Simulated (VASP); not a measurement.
# GaN (F-43m) in VASP: settings compared, part 2 of 2

VASP 6.6.1.

## (3) Single point, BLYP

This run uses another cell than the first one, of 11.21 Å³/atom, 0.980 times its volume.

The input, INCAR:

```
PREC     = Accurate       # precision mode
ENCUT    = 520            # plane-wave cutoff, eV
EDIFF    = 1E-6           # SCF threshold, eV
ISMEAR   = -1             # smearing method
SIGMA    = 0.05           # smearing width, eV
LREAL    = F              # projectors in reciprocal space
LASPH    = T              # aspherical terms in the spheres
NELM     = 80             # most SCF steps
ALGO     = Normal         # electronic algorithm
ISIF     = 2              # what is computed and relaxed
LWAVE    = F              # write WAVECAR
LCHARG   = T              # write CHGCAR
GGA      = B5             # functional
ALDAX    = 1.0          
AGGAX    = 1.0          
AGGAC    = 1.0          
ALDAC    = 0.0          
LELF     = T              # ELF
LVHAR    = T            
NBANDS   = 16             # bands
```

The input, KPOINTS:

```
Automatic mesh
0
Gamma
  10 10 10
```

The input, POSCAR:

```
GaN
1.0
    0.0000000000      2.2383759866      2.2383759866
    2.2383759866      0.0000000000      2.2383759866
    2.2383759866      2.2383759866      0.0000000000
Ga N
1 1
Direct
    0.0000000000      0.0000000000      0.0000000000
    0.2500000000      0.2500000000      0.2500000000
```

Potentials or basis: VASP PAW PBE potentials, release 64 (Ga_d, N).

Launch:

```console
cat potpaw_PBE.64/Ga_d/POTCAR potpaw_PBE.64/N/POTCAR > POTCAR
mpirun -np 1 vasp_std > vasp.out
```

It took 42 s on 1 thread of Intel Xeon 8259CL, shared host; peak memory 0.14 GiB.

The run converged. Its results:

| Property | Result |
| --- | --- |
| Free energy | -10.9199 eV |
| Pressure | 16.4 GPa |
| Band gap on the k mesh | 1.95 eV, direct |

Levels at points of the mesh, in eV from the valence-band top:
| k point | band 5 | band 6 | band 7 | band 8 | band 9 | band 10 | band 11 | band 12 | band 13 | band 14 |
| --- | --- | --- | --- | --- | --- | --- | --- | --- | --- | --- |
| (0.00, 0.00, 0.00) | -13.23 | -13.23 | 0.00 | 0.00 | 0.00 | 1.95 | 10.44 | 10.44 | 10.44 | 18.14 |
| (0.50, 0.00, 0.00) | -13.18 | -11.92 | -7.09 | -0.99 | -0.99 | 4.81 | 8.97 | 10.54 | 10.54 | 16.08 |
| (0.50, 0.50, 0.00) | -13.15 | -11.47 | -6.18 | -2.74 | -2.74 | 3.61 | 6.81 | 11.98 | 14.15 | 14.15 |

Caveat: the PAW data sets were made with another functional, which shifts forces and pressure a little.

## (4) Single point, PBE+D3(BJ)

This run uses another cell than the first one, of 11.67 Å³/atom, 1.020 times its volume.

The input, INCAR:

```
  PREC = Accurate
  ENCUT = 520
  EDIFF = 1E-6
  ISMEAR = -1
  SIGMA = 0.05
  LREAL = False
  LASPH = True
  NELM = 60
  ALGO = Normal
  ISIF = 2
  LWAVE = False
  LCHARG = True
  GGA = PE
  IVDW = 12
  LELF = True
  LVHAR = True
  NBANDS = 16
```

The input, KPOINTS:

```
regular mesh
0
Gamma
  10 10 10
```

The input, POSCAR:

```
GaN
1.0
    0.0000000000      2.2684248875      2.2684248875
    2.2684248875      0.0000000000      2.2684248875
    2.2684248875      2.2684248875      0.0000000000
Ga N
1 1
Direct
    0.0000000000      0.0000000000      0.0000000000
    0.2500000000      0.2500000000      0.2500000000
```

Launch:

```console
cat potpaw_PBE.64/Ga_d/POTCAR potpaw_PBE.64/N/POTCAR > POTCAR
mpirun -np 1 vasp_std > vasp.out
```

It took 23 s on 1 thread of Intel Xeon 8259CL, shared host; peak memory 0.16 GiB.

Results (log left out):

* Free energy: -12.6505 eV
* Pressure: -2.1 GPa
* Band gap on the k mesh: 1.60 eV, direct
* Dispersion energy per atom: -0.249 eV

Levels at points of the mesh, in eV from the valence-band top:
| k point | band 6 | band 7 | band 8 | band 9 | band 10 | band 11 | band 12 | band 13 |
| --- | --- | --- | --- | --- | --- | --- | --- | --- |
| (0.00, 0.00, 0.00) | -13.13 | 0.00 | 0.00 | 0.00 | 1.60 | 10.18 | 10.18 | 10.18 |
| (0.50, 0.00, 0.00) | -11.88 | -6.91 | -0.94 | -0.94 | 4.50 | 8.63 | 10.26 | 10.26 |
| (0.50, 0.50, 0.00) | -11.45 | -6.04 | -2.63 | -2.63 | 3.35 | 6.54 | 11.57 | 13.75 |

## (5) Single point, PBE+D3(BJ)

This run uses another cell than the first one, of 11.90 Å³/atom, 1.040 times its volume.

The input, INCAR:

```
ALGO     = Normal         # electronic algorithm
EDIFF    = 1E-6           # SCF threshold, eV
ENCUT    = 520            # plane-wave cutoff, eV
GGA      = PE             # functional
ISIF     = 2              # what is computed and relaxed
ISMEAR   = -1             # smearing method
IVDW     = 12             # dispersion correction
LASPH    = True           # aspherical terms in the spheres
LCHARG   = True           # write CHGCAR
LELF     = True           # ELF
LREAL    = False          # projectors in reciprocal space
LVHAR    = True         
LWAVE    = False          # write WAVECAR
NBANDS   = 16             # bands
NELM     = 100            # most SCF steps
PREC     = Accurate       # precision mode
SIGMA    = 0.05           # smearing width, eV
```

The input, KPOINTS:

```
k-points
0
Gamma
  10 10 10
```

The input, POSCAR:

```
GaN
1.0
    0.0000000000      2.2831553320      2.2831553320
    2.2831553320      0.0000000000      2.2831553320
    2.2831553320      2.2831553320      0.0000000000
Ga N
1 1
Direct
    0.0000000000      0.0000000000      0.0000000000
    0.2500000000      0.2500000000      0.2500000000
```

Potentials or basis: VASP PAW PBE potentials, release 64 (Ga_d, N).

Launch:

```console
cat potpaw_PBE.64/Ga_d/POTCAR potpaw_PBE.64/N/POTCAR > POTCAR
mpirun -np 1 vasp_std > vasp.out
```

OUTCAR:

```text
EDIFF = 1E-6
   ENCUT = 520
   GGA = PE
   ISIF = 2
   ISMEAR = -1
   IVDW = 12
   LASPH = True
   LREAL = False
   NELM = 100
   PREC = Accurate
 IVDW          = 12

 ion  position               nearest neighbor table
   1  0.000  0.000  0.000-   2 1.98   2 1.98   2 1.98   2 1.98
   2  0.250  0.250  0.250-   1 1.98   1 1.98   1 1.98   1 1.98

  LATTYP: Found a face centered cubic cell.
 ALAT       =     4.5663106640

  Lattice vectors:

 A1 = (   0.0000000000,   2.2831553320,   2.2831553320)
 A2 = (   2.2831553320,   0.0000000000,   2.2831553320)
 A3 = (   2.2831553320,   2.2831553320,   0.0000000000)

Analysis of symmetry for initial positions (statically):
=====================================================================
 Subroutine PRICEL returns:
 Original cell was already a primitive cell.

 Routine SETGRP: Setting up the symmetry group for a
 face centered cubic supercell.

 Subroutine GETGRP returns: Found 24 space group operations
 (whereof 24 operations were pure point group operations)
 out of a pool of 48 trial point group operations.

The static configuration has the point symmetry T_d .
[... 159 lines left out ...]

 E-fermi :   5.6459     XC(G=0): -11.4587

 val. band max:        4.8638277806   @ k =   0.0000   0.0000   0.0000
 cond. band min:       6.3352779007   @ k =   0.0000   0.0000   0.0000
 fundamental gap:      1.4714501201
 Fermi energy:         5.6458814761

 k-point     1 :       0.0000    0.0000    0.0000
  band No.  band energies     occupation
      1     -10.7429      2.00000
      2      -8.5524      2.00000
      3      -8.5524      2.00000
      4      -8.5524      2.00000
      5      -8.2704      2.00000
      6      -8.2704      2.00000
[... 433 lines left out ...]
      3      -8.3531      2.00000
      4      -8.3531      2.00000
      5      -8.2163      2.00000
      6      -7.2979      2.00000
[... 8 lines left out ...]
     15      26.5327      0.00000
     16      26.8667      0.00000

 [... further k-points ...]

------------------------ aborting loop because EDIFF is reached ----------------------------------------

 Edisp (eV)   -0.48795

 E8    (eV) :    -0.1979

  FORCE on cell =-STRESS in cart. coord.  units (eV):
  Direction    XX          YY          ZZ          XY          YZ          ZX
  --------------------------------------------------------------------------------------
  -------------------------------------------------------------------------------------
  Total      -0.78053    -0.78053    -0.78053     0.00000     0.00000    -0.00000
  in kB     -52.53677   -52.53677   -52.53677     0.00000     0.00000    -0.00000
  external pressure =      -52.54 kB  Pullay stress =        0.00 kB

 VOLUME and BASIS-vectors are now :
 -----------------------------------------------------------------------------
  energy-cutoff  :      520.00
  volume of cell :       23.80
      direct lattice vectors                 reciprocal lattice vectors
     0.000000000  2.283155332  2.283155332    -0.218995174  0.218995174  0.218995174
     2.283155332  0.000000000  2.283155332     0.218995174 -0.218995174  0.218995174
     2.283155332  2.283155332  0.000000000     0.218995174  0.218995174 -0.218995174

 POSITION                                       TOTAL-FORCE (eV/Angst)
 -----------------------------------------------------------------------------------
      0.00000      0.00000      0.00000         0.000000      0.000000     -0.000000
      1.14158      1.14158      1.14158        -0.000000     -0.000000      0.000000
 -----------------------------------------------------------------------------------
    total drift:                                0.000002      0.000002      0.000001

  FREE ENERGIE OF THE ION-ELECTRON SYSTEM (eV)
  ---------------------------------------------------
  free  energy   TOTEN  =       -12.6400829746 eV

  energy  without entropy=      -12.6400829713  energy(sigma->0) =      -12.64008297
```

It took 24 s on 1 thread of Intel Xeon 8259CL, shared host; peak memory 0.15 GiB.

Results:

| Item | Value |
| --- | --- |
| Free energy | -12.6401 eV |
| Pressure | -5.3 GPa |
| Band gap on the k mesh | 1.47 eV, direct |
| Dispersion energy per atom | -0.244 eV |

Levels at points of the mesh, in eV from the valence-band top:
```csv
k point,band 5,band 6,band 7,band 8,band 9,band 10,band 11,band 12,band 13,band 14
"(0.00, 0.00, 0.00)",-13.13,-13.13,0.00,0.00,0.00,1.47,10.06,10.06,10.06,17.08
"(0.50, 0.00, 0.00)",-13.09,-11.88,-6.79,-0.92,-0.92,4.37,8.53,10.16,10.16,15.31
"(0.50, 0.50, 0.00)",-13.07,-11.45,-5.96,-2.57,-2.57,3.34,6.42,11.44,13.55,13.55
```

PBE gaps usually lie below the measured ones, often by a third to a half.

## (6) Summary

| level | cell | gap on the mesh (eV) | pressure (GPa) |
| --- | --- | --- | --- |
| revPBE | a = 3.187 Å, angles 60.0°, 2 atoms | 1.76 | 7.9 |
| BLYP | a = 3.166 Å, angles 60.0°, 2 atoms | 1.95 | 16.4 |
| PBE+D3(BJ) | a = 3.208 Å, angles 60.0°, 2 atoms | 1.60 | -2.1 |
| PBE+D3(BJ) | a = 3.229 Å, angles 60.0°, 2 atoms | 1.47 | -5.3 |

Alike in all rows: task single point; potentials or basis VASP PAW PBE potentials, release 64 (Ga_d, N); no spin polarisation; k mesh 10 × 10 × 10; cutoff (eV) 520; smearing fermi-dirac 0.05 eV.

Caveats: the PAW data sets were made with another functional, which shifts forces and pressure a little (some runs).

Total energies depend on the potentials used, so only differences within one code and one set of settings carry meaning.
